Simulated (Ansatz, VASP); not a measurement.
## Ir in VASP and in Ansatz

File INCAR:

```
SYSTEM = Ir
PREC = Accurate
ENCUT = 520
EDIFF = 1E-6
ISMEAR = -1
SIGMA = 0.1
LREAL = .FALSE.
LASPH = .TRUE.
NELM = 80
ALGO = Normal
ISIF = 2
LWAVE = .FALSE.
LCHARG = .FALSE.
GGA = PS
NBANDS = 26
```

File KPOINTS:

```
regular mesh
0
G
  15 15 4
  0 0 0
```

File POSCAR:

```
Ir
1.0
    2.7465067581      0.0000000000      0.0000000000
   -1.3732533791      2.3785446242      0.0000000000
    0.0000000000      0.0000000000      8.9721700913
Ir
4
Direct
    0.0000000000      0.0000000000      0.0000000000
    0.0000000000      0.0000000000      0.5000000000
    0.3333333333      0.6666666667      0.2500000000
    0.6666666667      0.3333333333      0.7500000000
```

Input for Ansatz:

```yaml
crystal:
  lattice:
    - [2.7465067581, 0.0, 0.0]
    - [-1.3732533791, 2.3785446242, 0.0]
    - [0.0, 0.0, 8.9721700913]
  atoms:
    - { symbol: Ir, position: [0.0, 0.0, 0.0] }
    - { symbol: Ir, position: [0.0, 0.0, 0.5] }
    - { symbol: Ir, position: [0.3333333333, 0.6666666667, 0.25] }
    - { symbol: Ir, position: [0.6666666667, 0.3333333333, 0.75] }
hamiltonian:
  xc: pbesol
  pseudopotentials:
    kind: paw
    azcp:
      Ir: "pseudopotentials/Ir.paw.azcp"
basis:
  ecutwfc: 420
  fft_grid_basis: typed
kpoints:
  mp_grid: { grid: [15, 15, 4], shift: [0, 0, 0] }
magnetization:
  spin_polarized: false
scf:
  occupations: { method: fermi_dirac, width: 0.1 }
  lower_state_search: "off"
output:
  stress: true
```

Alike in both runs: task single point; functional PBEsol; k mesh 15 × 15 × 4; occupations fermi-dirac, width 0.1 eV; no spin polarisation.

|  | VASP | Ansatz |
| --- | --- | --- |
| version | VASP 6.6.1 | Ansatz 0.2.0 |
| potentials or method | VASP PAW PBE potentials, release 64 (Ir), cutoff 520 eV | plane waves (420 eV) with PAW, scalar-relativistic |
| valence electrons in the cell | 36 | 68 |

```csv
,VASP,Ansatz,Ansatz less VASP
pressure (GPa),-13.1,-13.8,-0.69
```

VASP's potentials were made for PBE, not for PBEsol, and Ansatz warns of the same on its side. With one functional, cell and mesh, what is left measures potentials, basis and numerics. VASP's potentials hold 36 valence electrons a cell and Ansatz's 68, so a difference there can come from the potentials and not from the codes.

Neither program's run includes spin-orbit coupling.
